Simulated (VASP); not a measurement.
# TcB (P-6m2) in VASP: further runs, part 2 of 2

VASP 6.6.1. The steps go on from the part before.

## Step 5: Single point, LDA

This run uses another cell than the first one, of 11.01 Å³/atom.

Input file INCAR:

```
SYSTEM = TcB
PREC = Accurate ; ENCUT = 500
EDIFF = 1E-6 ; ISMEAR = 1
SIGMA = 0.1 ; LREAL = .False.
LASPH = .True. ; NELM = 120
ALGO = Normal ; ISIF = 2
LWAVE = .False. ; LCHARG = .True.
LELF = .True. ; LVHAR = .True.
NBANDS = 15 ; GGA_COMPAT = .False.
```

Input file KPOINTS:

```
Automatic mesh
0
Gamma
  9 9 8
  0 0 0
```

Input file POSCAR:

```
TcB
1.0
    2.9182942152      0.0000000000      0.0000000000
   -1.4591420418      2.5273160012      0.0000000000
    0.0000000000      0.0000000000      2.9843116819
Tc B
1 1
Direct
    0.0000000000      0.0000000000      0.0000000000
    0.3333333333      0.6666666667      0.5000000000
```

Potentials or basis: VASP PAW LDA potentials, release 64 (Tc_pv, B).

Launch:

```sh
$ cat potpaw_LDA.64/Tc_pv/POTCAR potpaw_LDA.64/B/POTCAR > POTCAR
$ mpirun -np 1 vasp_std > vasp.out
```

OUTCAR:

```text
SYSTEM = TcB
   PREC = Accurate
   ENCUT = 500
   EDIFF = 1E-6
   ISMEAR = 1
   LREAL = .False.
   LASPH = .True.
   NELM = 120
   ISIF = 2

 ion  position               nearest neighbor table
   1  0.000  0.000  0.000-   2 2.25   2 2.25   2 2.25   2 2.25   2 2.25   2 2.25
   2  0.333  0.667  0.500-   1 2.25   1 2.25   1 2.25   1 2.25   1 2.25   1 2.25

  LATTYP: Found a hexagonal cell.
 ALAT       =     2.9182942152
 C/A-ratio  =     1.0226219366

  Lattice vectors:

 A1 = (   2.9182942152,   0.0000000000,   0.0000000000)
 A2 = (  -1.4591420418,   2.5273160012,   0.0000000000)
 A3 = (   0.0000000000,   0.0000000000,   2.9843116819)

[... 617 lines left out ...]

  FORCE on cell =-STRESS in cart. coord.  units (eV):
  Direction    XX          YY          ZZ          XY          YZ          ZX
  --------------------------------------------------------------------------------------
  -------------------------------------------------------------------------------------
  Total       -3.2099680     -3.2099657     -3.7418630     -0.0000064      0.0000000     -0.0000000
  in kB     -233.6568349   -233.6566638   -272.3740100     -0.0004683      0.0000000     -0.0000000
  external PRESSURE =    -246.5625029 kB  Pullay stress =       0.0000000 kB

 VOLUME and BASIS-vectors are now :
 -----------------------------------------------------------------------------
  energy-cutoff  :      500.00
  volume of cell :       22.01
      direct lattice vectors                 reciprocal lattice vectors
     2.918294215  0.000000000  0.000000000     0.342665930  0.197837652  0.000000000
    -1.459142042  2.527316001  0.000000000     0.000000000  0.395676678  0.000000000
     0.000000000  0.000000000  2.984311682     0.000000000  0.000000000  0.335085643

 POSITION                                       TOTAL-FORCE (eV/Angst)
 -----------------------------------------------------------------------------------
      0.00000      0.00000      0.00000        -0.000000      0.000000      0.000000
      0.00000      1.68488      1.49216         0.000000     -0.000000      0.000000
 -----------------------------------------------------------------------------------
    total drift:                               -0.000015     -0.000003      0.000000

  FREE ENERGIE OF THE ION-ELECTRON SYSTEM (eV)
  ---------------------------------------------------
  free  energy   TOTEN  =       -19.6736142317 eV

  energy  without entropy=      -19.6728250666  energy(sigma->0) =      -19.67335118
```

OSZICAR:

```text
N       E                     dE             d eps       ncg     rms          rms(c)
DAV:   1     0.127430667693E+03    0.12743E+03   -0.87436E+03  1808   0.998E+02
DAV:   2    -0.198093795745E+02   -0.14724E+03   -0.14142E+03  2171   0.294E+02
DAV:   3    -0.223503027972E+02   -0.25409E+01   -0.25355E+01  2115   0.437E+01
DAV:   4    -0.223603984539E+02   -0.10096E-01   -0.10095E-01  2199   0.310E+00
DAV:   5    -0.223604800091E+02   -0.81555E-04   -0.81555E-04  2108   0.265E-01    0.198E+01
DAV:   6    -0.200432313501E+02    0.23172E+01   -0.51111E+00  1996   0.313E+01    0.382E+00
DAV:   7    -0.197010700743E+02    0.34216E+00   -0.81208E-01  1947   0.108E+01    0.325E+00
DAV:   8    -0.196739039037E+02    0.27166E-01   -0.30645E-02  2017   0.150E+00    0.464E-01
DAV:   9    -0.196736843532E+02    0.21955E-03   -0.64633E-04  2192   0.216E-01    0.964E-02
DAV:  10    -0.196736225057E+02    0.61848E-04   -0.30386E-04  2017   0.184E-01    0.368E-02
DAV:  11    -0.196736144710E+02    0.80347E-05   -0.86440E-06  2101   0.393E-02    0.115E-02
DAV:  12    -0.196736142317E+02    0.23923E-06   -0.13208E-06  1663   0.109E-02
   1 F= -.19673614E+02 E0= -.19673351E+02  d E =-.789165E-03
```

stdout:

```text
POSCAR found type information on POSCAR TcB
 POSCAR found :  2 types and       2 ions
 scaLAPACK will be used
 LDA part: xc-table for (Slater(with rela. corr.)+CA(PZ))
 , standard interpolation
 POSCAR, INCAR and KPOINTS ok, starting setup
 FFT: planning ... GRIDC
 FFT: planning ... GRID_SOFT
 FFT: planning ... GRID
 WAVECAR not read
 entering main loop
```

Wall time 7 s (1 thread of AMD EPYC 9R45 (Zen 5), shared host); peak memory 0.11 GiB.

What came out:

| Property | Result |
| --- | --- |
| Free energy | -19.6736 eV |
| Pressure | -24.7 GPa |
| Band gap on the k mesh | zero (bands 8 and 9 overlap by 2.22 eV) |

Levels at points of the mesh, in eV from the Fermi level:
| k point | band 5 | band 6 | band 7 | band 8 | band 9 | band 10 | band 11 | band 12 |
| --- | --- | --- | --- | --- | --- | --- | --- | --- |
| (0.00, 0.00, 0.00) | -3.67 | -2.24 | -2.24 | 1.26 | 1.26 | 2.39 | 7.36 | 7.36 |
| (0.00, 0.00, 0.50) | -6.27 | -1.16 | -1.16 | -0.96 | -0.96 | 2.17 | 6.55 | 6.55 |

Caveat: the cell stands under tension.

## Step 6: Single point, LDA

This run uses another cell than the first one, of 11.32 Å³/atom.

Input file INCAR:

```
SYSTEM = TcB
PREC = Accurate
ENCUT = 500
EDIFF = 1E-6
ISMEAR = 1
SIGMA = 0.1
LREAL = .False.
LASPH = .True.
NELM = 120
ALGO = Normal
ISIF = 2
LWAVE = .False.
LCHARG = .False.
NBANDS = 15
GGA_COMPAT = .False.
```

KPOINTS is that of step 5.

Input file POSCAR:

```
TcB
1.0
    2.9460891663      0.0000000000      0.0000000000
   -1.4730394691      2.5513871262      0.0000000000
    0.0000000000      0.0000000000      3.0127354086
Tc B
1 1
Direct
    0.0000000000      0.0000000000      0.0000000000
    0.3333333333      0.6666666667      0.5000000000
```

Potentials or basis: VASP PAW LDA potentials, release 64 (Tc_pv, B).

Launch:

```sh
$ cat potpaw_LDA.64/Tc_pv/POTCAR potpaw_LDA.64/B/POTCAR > POTCAR
$ mpirun -np 1 vasp_std > vasp.out
```

Wall time 7.1 s (1 thread of AMD EPYC 9R45 (Zen 5), shared host); peak memory 0.11 GiB.

The run converged. Its results:

```yaml
Free_energy: -19.5646 eV
Pressure: -30.7 GPa
Band_gap_on_the_k_mesh: zero (bands 8 and 9 overlap by 2.12 eV)
```

Stress tensor (GPa, compression positive):
```
-29.16   0.00   0.00
  0.00 -29.16   0.00
  0.00   0.00 -33.88
```

Levels at points of the mesh, in eV from the Fermi level:
```csv
k point,band 5,band 6,band 7,band 8,band 9,band 10,band 11,band 12
"(0.00, 0.00, 0.00)",-3.53,-2.15,-2.15,1.20,1.20,2.35,7.19,7.19
"(0.00, 0.00, 0.50)",-6.13,-1.11,-1.11,-0.92,-0.92,2.08,6.45,6.45
```

Caveat: the cell stands under tension.

## Step 7: Summary

```csv
cell,gap on the mesh (eV),pressure (GPa)
"a = 2.832, b = 2.832, c = 2.896 Å, angles 90.0, 90.0, 120.0°, 2 atoms",none,1.1
"a = 2.861, b = 2.861, c = 2.926 Å, angles 90.0, 90.0, 120.0°, 2 atoms",none,-8.9
"a = 2.890, b = 2.890, c = 2.955 Å, angles 90.0, 90.0, 120.0°, 2 atoms",none,-17.4
"a = 2.918, b = 2.918, c = 2.984 Å, angles 90.0, 90.0, 120.0°, 2 atoms",none,-24.7
"a = 2.946, b = 2.946, c = 3.013 Å, angles 90.0, 90.0, 120.0°, 2 atoms",none,-30.7
```

Alike in all rows: task single point; level LDA; potentials or basis VASP PAW LDA potentials, release 64 (Tc_pv, B); no spin polarisation; k mesh 9 × 9 × 8; cutoff (eV) 500; smearing methfessel-paxton 0.1 eV.

Caveats: the cell stands under tension (at least some runs).

Absolute energies hang on the potentials; compare differences alone.
